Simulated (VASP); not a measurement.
Here is a VASP 6.6.1 calculation.

File INCAR:

```
SYSTEM = NaBeF3
PREC = Accurate
ENCUT = 520
EDIFF = 1E-7
ISMEAR = 0
SIGMA = 0.1
LREAL = .FALSE.
LASPH = .TRUE.
NELM = 100
ALGO = Normal
ISIF = 2
LWAVE = .FALSE.
LCHARG = .FALSE.
GGA = PE
NBANDS = 41
```

Contents of KPOINTS:

```
Automatic mesh
0
G
  6 4 2
  0 0 0
```

The input POSCAR:

```
NaBeF3
1.0
    2.9189602594      0.0000000000      0.0000000000
    0.0000000000      5.1928502099      0.0000000000
    0.0000000000      0.0000000000      9.7551408895
Na Be F
2 2 6
Direct
    0.0000000000      0.1730080607      0.9062171907
    0.0000000000      0.8269919393      0.4062171907
    0.5000000000      0.3230052318      0.2182548730
    0.5000000000      0.6769947682      0.7182548730
    0.0000000000      0.4748260082      0.2572454958
    0.0000000000      0.5251739918      0.7572454958
    0.5000000000      1.0802467924      0.3046038169
    0.5000000000     -0.0802467924      0.8046038169
    0.5000000000      0.2881770162      0.0642030728
    0.5000000000      0.7118229838      0.5642030728
```

Potentials or basis: VASP PAW PBE potentials, release 64 (Na_pv, Be, F).

The run is started by

```bash
$ cat potpaw_PBE.64/Na_pv/POTCAR potpaw_PBE.64/Be/POTCAR potpaw_PBE.64/F/POTCAR > POTCAR
$ mpirun -np 1 vasp_std > vasp.out
```

Q: Predict the band gap on the k mesh.

A: 6.73 eV.

Q: Estimate the pressure.

A: 0.1 GPa.

Stress tensor (GPa, compression positive):
```
-0.03  0.00  0.00
 0.00  0.14  0.00
 0.00  0.00  0.15
```

A k mesh can miss the band edges.
